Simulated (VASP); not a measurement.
**PbS: electric field gradients with PBE**

PbS, a slab with vacuum:

```
Pb S
1.0
     2.95027   -2.90963    0.00000
     2.95027    2.90963    0.00000
    -1.08364    0.00000   11.74819
Pb S
2 2
Direct
  0.77560 0.77560 0.63638
  0.22440 0.22440 0.36362
  0.26840 0.26840 0.59860
  0.73160 0.73160 0.40140
```

```yaml
Program: VASP 6.6.1
Task: electric field gradients
Functional: PBE
Potentials_or_basis: VASP PAW PBE potentials, release 64 (Pb_d, S)
Cutoff: 400 eV
k_mesh: 7 × 7 × 3
Occupations: fermi-dirac, width 0.01 eV
Spin: no spin polarisation
Dipole_correction: no
Further_INCAR_settings: ALGO = Normal; EDIFF = 1e-08; NBANDS = 28
```

```yaml
Largest_force: 0.479 eV/Å
Band_gap_on_the_k_mesh: 1.28 eV
Largest_electric_field_gradient_by_atom: Pb -132.4; S -1.5 V/Å²
```

Forces on the atoms (eV/Å):
```
Pb  -0.001  0.000 -0.479
Pb   0.001  0.000  0.479
S   -0.004  0.000 -0.086
S    0.004  0.000  0.086
```

Levels at points of the mesh, in eV from the valence-band top:
```
           k point  band 18  band 19  band 20  band 21  band 22  band 23
(0.00, 0.00, 0.00)    -1.41    -1.29     0.00     1.39     3.00     5.02
```

Electric field gradients, principal values (V/Å²):
```csv
atom,least,middle,greatest (by size)
1 Pb,37.957,94.458,-132.415
2 Pb,37.957,94.458,-132.415
3 S,0.159,1.374,-1.533
4 S,0.159,1.374,-1.533
```

It took 2.2 min on 1 thread of Intel(R) Xeon(R) Platinum 8488C (Sapphire Rapids), on a shared host, peak memory 0.31 GiB.

Caveat: there is no dipole correction, which matters where the two faces differ; without QUAD_EFG the Cq values of the log hold for a quadrupole moment of 1 mb, not for the nuclei; spin-orbit coupling is left out, which moves the levels of the heavy elements.
